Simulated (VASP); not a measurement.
Crystal: SbTe2O.

```
Sb Te O
1.0
     4.76892    0.00000    0.00000
    -2.38446    4.13000    0.00000
     0.00000    0.00000    5.47792
Sb Te O
1 2 1
Direct
  0.00000 0.00000 0.00000
  0.33333 0.66667 0.00000
  0.66667 0.33333 0.00000
  0.00000 0.00000 0.50000
```

The cell was built from a structure type or drawn by symmetry, and may not be a known phase.

| Item | Value |
| --- | --- |
| Program | VASP 6.6.1 |
| Task | relaxation of cell and atoms |
| Functional | PBE |
| Potentials or basis | VASP PAW PBE potentials, release 64 (Sb, Te, O) |
| Cutoff | 600 eV |
| k mesh | 6 × 6 × 4 |
| Occupations | gaussian, width 0.1 eV |
| Spin | no spin polarisation |

At the start: pressure 20.0 GPa; volume 26.97 Å³/atom.

How do energy, volume and symmetry change on relaxing?

Over 11 steps the energy falls by 1506.8 meV/atom and the volume is 27.30 Å³/atom (+1.2 %); space group P6/mmm (No. 191, to 0.1 Å) before and after.

The path:
| step | energy change (eV) | largest force (eV/Å) | pressure (GPa) | volume (Å³) |
| --- | --- | --- | --- | --- |
| 1 | 0.0000 | 0.0000 | 20.03 | 107.89 |
| 2 | -3.7371 | 0.0000 | -9.65 | 160.57 |
| 3 | -4.0738 | 0.0000 | -6.50 | 140.16 |
| 4 | -5.7671 | 0.0000 | -4.53 | 120.12 |
| 5 | -6.0002 | 0.0000 | -1.53 | 113.52 |
| 6 | -6.0011 | 0.0000 | -1.19 | 112.98 |
| 7 | -6.0264 | 0.0000 | -0.29 | 109.87 |
| 8 | -6.0269 | 0.0000 | -0.16 | 109.48 |
| 9 | -6.0269 | 0.0000 | -0.14 | 109.41 |
| 10 | -6.0270 | 0.0000 | 0.11 | 109.02 |
| 11 | -6.0271 | 0.0000 | 0.01 | 109.19 |

Final structure:
```
Sb Te O
1.0
     5.58772    0.00000    0.00000
    -2.79386    4.83911    0.00000
     0.00000    0.00000    4.03812
Sb Te O
1 2 1
Direct
  0.00000 0.00000 0.00000
  0.33333 0.66667 0.00000
  0.66667 0.33333 0.00000
  0.00000 0.00000 0.50000
```

Caveat: a cell axis changed by over 15 % at a fixed basis, so the end point is rough; an odd number of electrons without spin polarisation forces a metal; a magnetic or distorted state may lie lower.
